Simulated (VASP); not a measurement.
Set up this calculation in VASP 6.6.1, as the native input.

```yaml
Task: single point
Functional: r2SCAN
Potentials_or_basis: VASP PAW PBE potentials, release 64 (Hf_pv, O)
Cutoff: 520 eV
k_mesh: 8 × 8 × 8
Occupations: gaussian, width 0.05 eV
Spin: no spin polarisation
Dipole_correction: no
Further_INCAR_settings: ALGO = Normal; EDIFF = 1e-07; NBANDS = 18
```

The system is HfO2.

```
CELL_PARAMETERS angstrom
0.00000 2.40270 2.59239
2.40270 0.00000 2.59239
2.40270 2.40270 0.00000
ATOMIC_POSITIONS crystal
Hf 0.00000 0.00000 0.00000
O 0.25000 0.25000 0.25000
O 0.75000 0.75000 0.75000
```

This cell differs from its parent crystal: strain -0.050 along x and y, +0.025 along z.

One way to write it, as run:

POSCAR

```
HfO2
1.0
    0.0000000000      2.4027029384      2.5923900125
    2.4027029384      0.0000000000      2.5923900125
    2.4027029384      2.4027029384      0.0000000000
Hf O
1 2
Direct
    0.0000000000      0.0000000000      0.0000000000
    0.2500000000      0.2500000000      0.2500000000
    0.7500000000      0.7500000000      0.7500000000
```

INCAR.step1

```
SYSTEM = HfO2
PREC = Accurate
ENCUT = 520
ISMEAR = 0
SIGMA = 0.05
LREAL = .FALSE.
LASPH = .TRUE.
NELM = 60
NBANDS = 18
GGA = PE
ALGO = Normal
EDIFF = 1E-4
LWAVE = .TRUE.
LCHARG = .FALSE.
```

INCAR.step2

```
SYSTEM = HfO2
PREC = Accurate
ENCUT = 520
EDIFF = 1E-7
ISMEAR = 0
SIGMA = 0.05
LREAL = .FALSE.
LASPH = .TRUE.
NELM = 60
ALGO = Normal
ISIF = 2
LWAVE = .FALSE.
LCHARG = .FALSE.
METAGGA = R2SCAN
LMIXTAU = .TRUE.
NBANDS = 18
ISTART = 1
```

KPOINTS

```
regular mesh
0
G
  8 8 8
  0 0 0
```

Potentials or basis: VASP PAW PBE potentials, release 64 (Hf_pv, O).

Command:

```bash
$ cat potpaw_PBE.64/Hf_pv/POTCAR potpaw_PBE.64/O/POTCAR > POTCAR
$ cp INCAR.step1 INCAR
$ mpirun -np 1 vasp_std > vasp.out
$ cp INCAR.step2 INCAR
$ mpirun -np 1 vasp_std > vasp.out
```

It gave:

The pressure is 20.4 GPa and the band gap on the k mesh is 3.52 eV, indirect (least direct gap 3.89 eV).

Caveat: the cell differs from its parent crystal (strain -0.050 along x and y, +0.025 along z); the PAW data sets were made with another functional, which shifts forces and pressure a little; spin-orbit coupling is left out, which moves the levels of the heavy elements.

Wall time 74 s on 1 thread of Intel(R) Xeon(R) 6975P-C (Granite Rapids) (shared host), peak memory 0.18 GiB.
